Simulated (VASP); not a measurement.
Set up this calculation in VASP 6.6.1, as the native input.

```yaml
Task: single point
Functional: PBE
Potentials_or_basis: VASP PAW PBE potentials, release 64 (Te)
Cutoff: 520 eV
k_mesh: 9 × 9 × 6
Occupations: gaussian, width 0.01 eV
Spin: no spin polarisation
Dipole_correction: no
Further_INCAR_settings: ALGO = Normal; EDIFF = 1e-06; NBANDS = 16
```

The structure of Te lies in POSCAR:

```
Te
1.0
    4.5248595451      0.0000000000      0.0000000000
   -2.2624297726      3.9186433146      0.0000000000
    0.0000000000      0.0000000000      5.9545869914
Te
3
Direct
    0.7324198516      0.0000000000      0.3333333333
    0.0000000000      0.7324198516      0.6666666667
    0.2675801484      0.2675801484      0.0000000000
```

These files were run (other wordings do the same):

INCAR

```
ALGO = Normal ; EDIFF = 1E-6
ENCUT = 520 ; GGA = PE
ISIF = 2 ; ISMEAR = 0
LASPH = True ; LCHARG = False
LREAL = False ; LWAVE = False
NBANDS = 16 ; NELM = 60
PREC = Accurate ; SIGMA = 0.01
```

KPOINTS

```
k-points
0
Gamma
  9 9 6
```

Potentials or basis: VASP PAW PBE potentials, release 64 (Te).

Launch:

```sh
$ cat potpaw_PBE.64/Te/POTCAR > POTCAR
$ mpirun -np 1 vasp_std > vasp.out
```

Results of the run:

- Pressure: 0.0 GPa
- Largest force: 0.013 eV/Å
- Band gap on the k mesh: 0.22 eV, direct

Caveat: spin-orbit coupling is left out, which moves the levels of the heavy elements.

Wall time 2.4 min on 1 thread of Oxide Virtual Turin-like Processor (shared host), peak memory 0.24 GiB.
